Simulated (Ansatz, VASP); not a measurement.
## Two plane-wave programs on H

The input INCAR:

```
SYSTEM = H
ALGO = Normal
EDIFF = 1E-8
ENCUT = 520
GGA = PE
ISIF = 2
ISMEAR = -1
LASPH = .TRUE.
LCHARG = .FALSE.
LEFG = .TRUE.
LREAL = .FALSE.
LWAVE = .FALSE.
NBANDS = 8
NELM = 80
PREC = Accurate
SIGMA = 0.01
```

KPOINTS

```
k-points
0
G
  12 12 12
  0 0 0
```

File POSCAR:

```
H
1.0
   -1.6686730936      1.6686730936      2.0306533635
    1.6686730936     -1.6686730936      2.0306533635
    1.6686730936      1.6686730936     -2.0306533635
H
2
Direct
    0.9098622900      0.9098622900      0.0000000000
    0.0901377100      0.0901377100      0.0000000000
```

Input for Ansatz:

```yaml
crystal:
  lattice:
    - [-1.6686730936, 1.6686730936, 2.0306533635]
    - [1.6686730936, -1.6686730936, 2.0306533635]
    - [1.6686730936, 1.6686730936, -2.0306533635]
  atoms:
    - { symbol: H, position: [0.90986229, 0.90986229, 0.0] }
    - { symbol: H, position: [0.09013771, 0.09013771, 0.0] }
kpoints:
  mp_grid: { grid: [12, 12, 12] }
scf:
  occupations: { method: fermi_dirac, width: 0.01 }
hamiltonian:
  xc: pbe
  pseudopotentials: { kind: paw }
output:
  forces: true
  stress: true
  eigenvalues: true
  efg: { contact_densities: true }
```

Change from the starting cell: functional pbe, volume scaled by 0.96, PAW files.

Alike in both runs: task electric field gradients; functional PBE; k mesh 12 × 12 × 12; occupations fermi-dirac, width 0.01 eV; no spin polarisation.

```csv
,VASP,Ansatz
version,VASP 6.6.1,Ansatz 0.2.0
potentials or method,"VASP PAW PBE potentials, release 64 (H)","PAW with Ansatz's default frozen-core files, scalar-relativistic"
plane-wave cutoff (eV),520,420
valence electrons in the cell,2,2
```

|  | VASP | Ansatz | Ansatz less VASP |
| --- | --- | --- | --- |
| gap on the k mesh at the Fermi level (eV) | 8.97 | 8.98 | +0.003 |
| pressure (GPa) | 1.4 | 1.6 | +0.24 |
| traceless stress, the component that is largest in VASP (GPa) | 2.18 | 2.28 | +0.094 |
| rms of the force components (eV/Å) | 0.366 | 0.374 | +0.0082 |
| size of Vzz on the site where it differs most (V/Å²) | 35.1 | 35.4 | +0.31 |

Atom by atom the forces differ by 0.008 eV/Å (rms over components).
